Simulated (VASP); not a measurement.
# TaN (P-6m2) in VASP: further runs

Runs on TaN. Level: PBEsol. Tasks: single point.

Everything below comes from runs of VASP 6.6.1. Logs are shortened: lines on timing, memory, paths and dates and some standing lists are left out, and cuts for length are marked.

## (1) The cell of the first run

The structure is hexagonal, space group P-6m2 (No. 187). The conventional cell has a = 3.014 Å, b = 3.014 Å, c = 2.958 Å, α = 90.00°, β = 90.00°, γ = 120.00°. Within 3.0 Å of Ta (site symmetry -6m2) lie 6 N at 2.28 Å and 2 Ta at 2.96 Å. N (site symmetry -6m2) has 6 Ta at 2.28 Å and 2 N at 2.96 Å within 3.0 Å.

## (2) Single point, PBEsol

The input, INCAR:

```
SYSTEM = TaN
PREC = Accurate
ENCUT = 520
EDIFF = 1E-6
ISMEAR = -1
SIGMA = 0.1
LREAL = .FALSE.
LASPH = .TRUE.
NELM = 60
ALGO = Normal
ISIF = 2
LWAVE = .FALSE.
LCHARG = .FALSE.
GGA = PS
NBANDS = 15
```

The input, KPOINTS:

```
Automatic mesh
0
G
  9 9 8
  0 0 0
```

The input, POSCAR:

```
TaN
1.0
    3.0143455988      0.0000000000      0.0000000000
   -1.5071727994      2.6105002375      0.0000000000
    0.0000000000      0.0000000000      2.9579163926
Ta N
1 1
Direct
    0.3333333333      0.6666666667      0.5000000000
    0.0000000000      0.0000000000      0.0000000000
```

Potentials or basis: VASP PAW PBE potentials, release 64 (Ta_pv, N).

The run is started by

```console
cat potpaw_PBE.64/Ta_pv/POTCAR potpaw_PBE.64/N/POTCAR > POTCAR
mpirun -np 1 vasp_std > vasp.out
```

OUTCAR:

```text
SYSTEM = TaN
   PREC = Accurate
   ENCUT = 520
   EDIFF = 1E-6
   ISMEAR = -1
   LREAL = .FALSE.
   LASPH = .TRUE.
   NELM = 60
   ISIF = 2
   GGA = PS

 ion  position               nearest neighbor table
   1  0.333  0.667  0.500-   2 2.28   2 2.28   2 2.28   2 2.28   2 2.28   2 2.28
   2  0.000  0.000  0.000-   1 2.28   1 2.28   1 2.28   1 2.28   1 2.28   1 2.28

  LATTYP: Found a hexagonal cell.
 ALAT       =     3.0143455988
 C/A-ratio  =     0.9812797822

  Lattice vectors:

 A1 = (   3.0143455988,   0.0000000000,   0.0000000000)
 A2 = (  -1.5071727994,   2.6105002375,   0.0000000000)
 A3 = (   0.0000000000,   0.0000000000,   2.9579163926)

Analysis of symmetry for initial positions (statically):
=====================================================================
 Subroutine PRICEL returns:
 Original cell was already a primitive cell.

 Routine SETGRP: Setting up the symmetry group for a
 hexagonal supercell.

 Subroutine GETGRP returns: Found 12 space group operations
 (whereof 12 operations were pure point group operations)
 out of a pool of 24 trial point group operations.

The static configuration has the point symmetry D_3h.

Analysis of symmetry for dynamics (positions and initial velocities):
=====================================================================
 Subroutine PRICEL returns:
 Original cell was already a primitive cell.

 Routine SETGRP: Setting up the symmetry group for a
 hexagonal supercell.

 Subroutine GETGRP returns: Found 12 space group operations
 (whereof 12 operations were pure point group operations)
 out of a pool of 24 trial point group operations.

The dynamic configuration has the point symmetry D_3h.

 Subroutine INISYM returns: Found 12 space group operations
 (whereof 12 operations are pure point group operations),
 and found     1 'primitive' translations

----------------------------------------------------------------------------------------

                                     Primitive cell

  volume of cell :      23.2757

  direct lattice vectors                    reciprocal lattice vectors
     3.014345599  0.000000000  0.000000000     0.331746964  0.191534171  0.000000000
    -1.507172799  2.610500238  0.000000000     0.000000000  0.383068343  0.000000000
     0.000000000  0.000000000  2.957916393     0.000000000  0.000000000  0.338075817

  length of vectors
     3.014345599  3.014345922  2.957916393     0.383068384  0.383068343  0.338075817

  position of ions in fractional coordinates (direct lattice)
     0.333333333  0.666666667  0.500000000
     0.000000000  0.000000000  0.000000000

  ion indices of the primitive-cell ions
   primitive index   ion index
                 1           1
                 2           2

----------------------------------------------------------------------------------------

 KPOINTS: Automatic mesh

Automatic generation of k-mesh.
 Grid dimensions read from file:
 generate k-points for:    9    9    8

 Generating k-lattice:

  Cartesian coordinates                     Fractional coordinates (reciprocal lattice)
     0.036860774  0.021281575  0.000000000     0.111111111  0.000000000  0.000000000
     0.000000000  0.042563149  0.000000000     0.000000000  0.111111111  0.000000000
     0.000000000  0.000000000  0.042259477     0.000000000  0.000000000  0.125000000

  Length of vectors
     0.042563154  0.042563149  0.042259477

  Shift w.r.t. Gamma in fractional coordinates (k-lattice)
     0.000000000  0.000000000  0.000000000

 Subroutine IBZKPT returns following result:
 ===========================================

 Found     60 irreducible k-points:

 Following reciprocal coordinates:
            Coordinates               Weight
  0.000000  0.000000  0.000000      1.000000
  0.111111 -0.000000  0.000000      6.000000
  0.222222 -0.000000  0.000000      6.000000
  0.333333  0.000000  0.000000      6.000000
  0.444444 -0.000000  0.000000      6.000000
  0.111111  0.111111  0.000000      6.000000
[... 16 lines left out ...]
  0.333333  0.222222  0.125000     24.000000
  0.333333  0.333333  0.125000      4.000000
 [... further k-points ...]
   k-points           NKPTS =     60   k-points in BZ     NKDIM =     60   number of bands    NBANDS=     15
   number of dos      NEDOS =    301   number of ions     NIONS =      2
   total plane-waves  NPLWV =  13824
   dimension x,y,z NGX =    24 NGY =   24 NGZ =   24
   dimension x,y,z NGXF=    48 NGYF=   48 NGZF=   48
   ions per type =               1   1
   NGX,Y,Z   is equivalent  to a cutoff of  13.24, 13.24, 13.49 a.u.
   NGXF,Y,Z  is equivalent  to a cutoff of  26.47, 26.47, 26.98 a.u.
 SYSTEM =  TaN
   PREC   = accura    normal or accurate (medium, high low for compatibility)
   ISTART =      0    job   : 0-new  1-cont  2-samecut
   ICHARG =      2    charge: 1-file 2-atom 10-const
   ISPIN  =      1    spin polarized calculation?
   LNONCOLLINEAR =      F non collinear calculations
   LSORBIT =      F    spin-orbit coupling
   LASPH  =      T    aspherical Exc in radial PAW
   ENCUT  =  520.0 eV  38.22 Ry    6.18 a.u.   5.60  5.60  5.50*2*pi/ulx,y,z
   NELM   =     60;   NELMIN=  2; NELMDL= -5     # of ELM steps
   EDIFF  = 0.1E-05   stopping-criterion for ELM
   LREAL  =      F    real-space projection
   EDIFFG = 0.1E-04   stopping-criterion for IOM
   NSW    =      0    number of steps for IOM
   IBRION =     -1    ionic relax: 0-MD 1-quasi-New 2-CG
   NFREE  =      0    steps in history (QN), initial steepest desc. (CG)
   ISIF   =      2    stress and relaxation
   ISYM   =      2    0-nonsym 1-usesym 2-fastsym
   POTIM  = 0.5000    time-step for ionic-motion
   TEBEG  =    0.0;   TEEND  =   0.0 temperature during run
   PSTRESS=    0.0 pullay stress
   NELECT =      16.0000    total number of electrons
   NUPDOWN=      -1.0000    fix difference up-down
   EMIN   =  10.00;   EMAX   =-10.00  energy-range for DOS
   EFERMI =   0.00;   METHOD = LEGACY
   ISMEAR =    -1;   SIGMA  =   0.10  broadening in eV -4-tet -1-fermi 0-gaus
   EFERMI_NEDOS =   21; number of points for ismear=-14 and -15
   IALGO  =     38    algorithm
   IMIX   =      4    mixing-type and parameters
     AMIX     =   0.40;   BMIX     =  1.00
     AMIX_MAG =   1.60;   BMIX_MAG =  1.00
  volume/ion in A,a.u.               =      11.64        78.54
  Fermi-wavevector in a.u.,A,eV,Ry     =   1.444821  2.730315 28.402252  2.087507
  Thomas-Fermi vector in A             =   2.563072
   LORBIT       =      0    0 simple, 1 ext, 2 COOP (PROOUT), +10 PAW based schemes
   GGA     = PS    functional components
   LHFCALC =     F    Hartree Fock is set to
   AEXX    =    0.0000 exact exchange contribution
   IVDW    =     0    specifies the selected vdW correction
   LEPSILON=     F    determine dielectric tensor
   LRPA    =     F    only Hartree local field effects (RPA)
 non-spin polarized calculation
  energy-cutoff  :      520.00
  volume of cell :       23.28
 maximum number of plane-waves:       641
 NGX is ok and might be reduce to    24
   NGX = 11   NGY = 11   NGZ = 11

 number of electron      16.0000000 magnetization

 Free energy of the ion-electron system (eV)
  ---------------------------------------------------
  ext. energy  EPLUGINS =         0.00000000
  ---------------------------------------------------
  free energy    TOTEN  =       -23.63228167 eV

  energy without entropy =      -23.62910647  energy(sigma->0) =      -23.63069407

 E-fermi :   7.3541     XC(G=0): -13.0897

 val. band max:        7.3529882942   @ k =   0.0000   0.0000   0.3750
 cond. band min:       7.4372914960   @ k =   0.3333   0.3333   0.0000
 fundamental gap:      0.0843032018
 Fermi energy:         7.3541416381

 k-point     1 :       0.0000    0.0000    0.0000
  band No.  band energies     occupation
      1     -27.6978      2.00000
      2     -27.4662      2.00000
      3     -27.4662      2.00000
      4      -9.8483      2.00000
      5       3.0744      2.00000
      6       3.0744      2.00000
      7       3.4210      2.00000
      8       4.5008      2.00000
      9       8.9517      0.00000
     10      10.5598      0.00000
     11      10.5598      0.00000
     12      10.8579      0.00000
     13      10.8579      0.00000
     14      19.8156      0.00000
     15      20.4232      0.00000

 k-point     2 :       0.1111   -0.0000    0.0000
  band No.  band energies     occupation
      1     -27.6854      2.00000
      2     -27.5641      2.00000
      3     -27.4876      2.00000
      4      -9.6283      2.00000
      5       2.3911      2.00000
      6       3.2404      2.00000
      7       3.7202      2.00000
      8       4.1884      2.00000
      9       9.6668      0.00000
     10      10.2176      0.00000
     11      10.6028      0.00000
     12      10.7463      0.00000
     13      11.1545      0.00000
     14      19.7780      0.00000
     15      20.4160      0.00000

 k-point     3 :       0.2222   -0.0000    0.0000
  band No.  band energies     occupation
      1     -27.8047      2.00000
      2     -27.6541      2.00000
      3     -27.5414      2.00000
      4      -9.0554      2.00000
      5       1.1601      2.00000
      6       3.5185      2.00000
      7       3.6391      2.00000
      8       4.3065      2.00000
      9       9.2839      0.00000
     10      10.4767      0.00000
     11      10.8331      0.00000
     12      11.4763      0.00000
     13      11.6916      0.00000
     14      19.7875      0.00000
     15      20.4104      0.00000

 k-point     4 :       0.3333    0.0000    0.0000
  band No.  band energies     occupation
      1     -28.0668      2.00000
      2     -27.6181      2.00000
      3     -27.6019      2.00000
      4      -8.3623      2.00000
      5       0.1055      2.00000
      6       2.8898      2.00000
      7       4.0396      2.00000
      8       4.4583      2.00000
      9       9.5823      0.00000
     10      10.1899      0.00000
     11      11.3728      0.00000
     12      12.0056      0.00000
     13      12.7967      0.00000
     14      19.8097      0.00000
     15      20.4180      0.00000
[... 307 lines left out ...]
 k-point    22 :       0.2222    0.2222    0.1250
  band No.  band energies     occupation
      1     -28.0636      2.00000
      2     -27.7239      2.00000
      3     -27.6979      2.00000
      4      -7.9906      2.00000
      5       0.3542      2.00000
      6       2.0270      2.00000
      7       3.0706      2.00000
      8       5.8949      2.00000
      9       8.3017      0.00015
     10      10.1888      0.00000
     11      11.4584      0.00000
     12      12.8148      0.00000
     13      15.0983      0.00000
     14      19.3613      0.00000
     15      20.4064      0.00000

 k-point    23 :       0.3333    0.2222    0.1250
  band No.  band energies     occupation
      1     -28.1207      2.00000
      2     -27.8252      2.00000
      3     -27.6779      2.00000
      4      -7.6648      2.00000
      5       0.1969      2.00000
      6       1.9246      2.00000
      7       2.5079      2.00000
      8       6.2876      1.99995
      9       8.8801      0.00000
     10       9.9114      0.00000
     11      10.8615      0.00000
     12      13.2845      0.00000
     13      17.1184      0.00000
     14      18.5943      0.00000
     15      20.4047      0.00000

 k-point    24 :       0.3333    0.3333    0.1250
  band No.  band energies     occupation
      1     -28.0355      2.00000
      2     -27.9680      2.00000
      3     -27.6709      2.00000
      4      -7.5479      2.00000
      5       0.5829      2.00000
      6       1.4776      2.00000
      7       2.2007      2.00000
      8       6.9153      1.97547
      9       9.0272      0.00000
     10       9.5117      0.00000
     11      10.0505      0.00000
     12      13.7091      0.00000
     13      17.8574      0.00000
     14      19.9842      0.00000
     15      20.4178      0.00000

 [... further k-points ...]
[... 5 lines left out ...]
  --------------------------------------------------------------------------------------
  -------------------------------------------------------------------------------------
  Total       -3.7409735     -3.7409746     -4.1037109      0.0000000      0.0000000      0.0000000
  in kB     -257.5090759   -257.5091495   -282.4780212      0.0000000      0.0000000      0.0000000
  external PRESSURE =    -265.8320822 kB  Pullay stress =       0.0000000 kB

 VOLUME and BASIS-vectors are now :
 -----------------------------------------------------------------------------
  energy-cutoff  :      520.00
  volume of cell :       23.28
      direct lattice vectors                 reciprocal lattice vectors
     3.014345599  0.000000000  0.000000000     0.331746964  0.191534171  0.000000000
    -1.507172799  2.610500238  0.000000000     0.000000000  0.383068343  0.000000000
     0.000000000  0.000000000  2.957916393     0.000000000  0.000000000  0.338075817

 POSITION                                       TOTAL-FORCE (eV/Angst)
 -----------------------------------------------------------------------------------
     -0.00000      1.74033      1.47896         0.000000      0.000000      0.000000
      0.00000      0.00000      0.00000        -0.000000     -0.000000      0.000000
 -----------------------------------------------------------------------------------
    total drift:                                0.000000      0.000005     -0.000000

  FREE ENERGIE OF THE ION-ELECTRON SYSTEM (eV)
  ---------------------------------------------------
  free  energy   TOTEN  =       -23.6322816686 eV

  energy  without entropy=      -23.6291064686  energy(sigma->0) =      -23.63069407
```

Run time: 23 s. Hardware: 1 thread of Intel Xeon 8259CL, shared host; peak memory 0.15 GiB.

Results:

```
Free energy            : -23.6323 eV
Pressure               : -26.6 GPa
Band gap on the k mesh : zero (band 8 reaches 7.44 eV, above the bottom of band 9 at 7.22 eV)
```

Levels at points of the mesh, in eV from the Fermi level:
```
           k point  band 4  band 5  band 6  band 7  band 8  band 9  band 10  band 11  band 12  band 13
(0.00, 0.00, 0.00)  -17.20   -4.28   -4.28   -3.93   -2.85    1.60     3.21     3.21     3.50     3.50
(0.00, 0.00, 0.50)  -14.91   -8.96   -3.53   -3.53   -0.14   -0.14     2.17     3.02     3.02     7.43
```

Caveat: the PAW data sets were made with another functional, which shifts forces and pressure a little; spin-orbit coupling is left out, which moves the levels of the heavy elements.

## (3) Single point, PBEsol

This run uses another cell than the first one, of 12.07 Å³/atom, 1.037 times its volume.

The input, INCAR:

```
PREC     = Accurate       # precision mode
ENCUT    = 520            # plane-wave cutoff, eV
EDIFF    = 1E-6           # SCF threshold, eV
ISMEAR   = -1             # smearing method
SIGMA    = 0.1            # smearing width, eV
LREAL    = F              # projectors in reciprocal space
LASPH    = T              # aspherical terms in the spheres
NELM     = 80             # most SCF steps
ALGO     = Normal         # electronic algorithm
ISIF     = 2              # what is computed and relaxed
LWAVE    = F              # write WAVECAR
LCHARG   = F              # write CHGCAR
GGA      = PS             # functional
NBANDS   = 15             # bands
```

The input, KPOINTS:

```
Automatic mesh
0
Gamma
  9 9 8
```

The input, POSCAR:

```
TaN
1.0
    3.0511095342      0.0000000000      0.0000000000
   -1.5255547671      2.6423387441      0.0000000000
    0.0000000000      0.0000000000      2.9939920991
Ta N
1 1
Direct
    0.3333333333      0.6666666667      0.5000000000
    0.0000000000      0.0000000000      0.0000000000
```

Potentials or basis: VASP PAW PBE potentials, release 64 (Ta_pv, N).

The run is started by

```console
cat potpaw_PBE.64/Ta_pv/POTCAR potpaw_PBE.64/N/POTCAR > POTCAR
mpirun -np 1 vasp_std > vasp.out
```

Run time: 23 s. Hardware: 1 thread of Intel Xeon 8259CL, shared host; peak memory 0.15 GiB.

It converged, with:

```
Free energy            : -23.4675 eV
Pressure               : -34.6 GPa
Band gap on the k mesh : zero (band 8 reaches 7.07 eV, above the bottom of band 9 at 6.86 eV)
```

Stress tensor (GPa, compression positive):
```
-33.46   0.00   0.00
  0.00 -33.46   0.00
  0.00   0.00 -36.92
```

Levels at points of the mesh, in eV from the Fermi level:
```tsv
k point	band 4	band 5	band 6	band 7	band 8	band 9	band 10	band 11	band 12	band 13
(0.00, 0.00, 0.00)	-16.93	-4.12	-4.12	-3.78	-2.79	1.35	3.06	3.06	3.32	3.32
(0.00, 0.00, 0.50)	-14.81	-8.73	-3.40	-3.40	-0.13	-0.13	2.07	2.92	2.92	7.13
```

Caveat: the PAW data sets were made with another functional, which shifts forces and pressure a little; spin-orbit coupling is left out, which moves the levels of the heavy elements.
